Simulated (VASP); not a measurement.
# TlCl: single point with PBE

The system is TlCl.

```
Tl Cl
1.0
     3.93848    0.00000    0.00000
     0.00000    3.93848    0.00000
     0.00000    0.00000    3.93848
Tl Cl
1 1
Cartesian
  0.0000 0.0000 0.0000
  1.9692 1.9692 1.9692
```

This cell differs from its parent crystal: volume changed by +3%.

```yaml
Program: VASP 6.6.1
Task: single point
Functional: PBE
Potentials_or_basis: VASP PAW PBE potentials, release 64 (Tl_d, Cl)
Cutoff: 500 eV
k_mesh: 6 × 6 × 6
Occupations: gaussian, width 0.01 eV
Spin: no spin polarisation
```

```yaml
Pressure: -0.7 GPa
Band_gap_on_the_k_mesh: 2.27 eV, direct
```

Levels at points of the mesh, in eV from the valence-band top:
```tsv
k point	band 7	band 8	band 9	band 10	band 11	band 12	band 13	band 14
(0.00, 0.00, 0.00)	-4.38	-1.17	-1.17	-1.17	7.52	7.52	7.52	8.02
(0.50, 0.00, 0.00)	-4.99	-0.81	-0.81	0.00	2.27	6.53	6.53	9.07
(0.50, 0.50, 0.00)	-3.26	-2.45	-2.45	-0.76	4.82	4.82	8.13	8.46
(0.50, 0.50, 0.50)	-2.26	-1.63	-1.63	-1.63	2.82	2.82	2.82	12.43
```

Wall time 34 s on 1 thread of Intel Xeon 8259CL (shared host), peak memory 0.17 GiB.

Caveat: spin-orbit coupling is left out, which moves the levels of the heavy elements. A k mesh can miss the band edges.
